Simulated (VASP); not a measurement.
Here is a VASP 6.6.1 calculation.

INCAR

```
PREC = Accurate
ENCUT = 520
EDIFF = 1E-7
ISMEAR = 0
SIGMA = 0.02
LREAL = False
LASPH = True
NELM = 60
ALGO = Normal
ISIF = 2
LWAVE = False
LCHARG = True
LDIPOL = True
IDIPOL = 3
DIPOL = 0.5 0.5 0.294
GGA = PE
LELF = True
LVHAR = True
LVACPOTAV = True
NBANDS = 23
```

File KPOINTS:

```
Automatic mesh
0
Gamma
  6 6 1
```

Contents of POSCAR:

```
Tl2S
1.0
    5.5340932317      0.0000002582      0.0000000000
   -2.7670468394      4.7926651965      0.0000000000
    0.0000000000      0.0000000000     23.8000000000
Tl S
2 1
Direct
    0.3333333333      0.6666666667      0.2941176471
    0.6666666667      0.3333333333      0.2941176471
    0.0000000000      0.0000000000      0.2941176471
```

Potentials or basis: VASP PAW PBE potentials, release 64 (Tl_d, S).

Launch:

```console
$ cat potpaw_PBE.64/Tl_d/POTCAR potpaw_PBE.64/S/POTCAR > POTCAR
$ mpirun -np 1 vasp_std > vasp.out
```

Q: What does it give for the ionisation potential of the upper face?

A: 3.88 eV.

Q: Predict the band gap on the k mesh.

A: 0.50 eV, indirect (least direct gap 1.00 eV).

Caveat: spin-orbit coupling is left out, which moves the levels of the heavy elements.
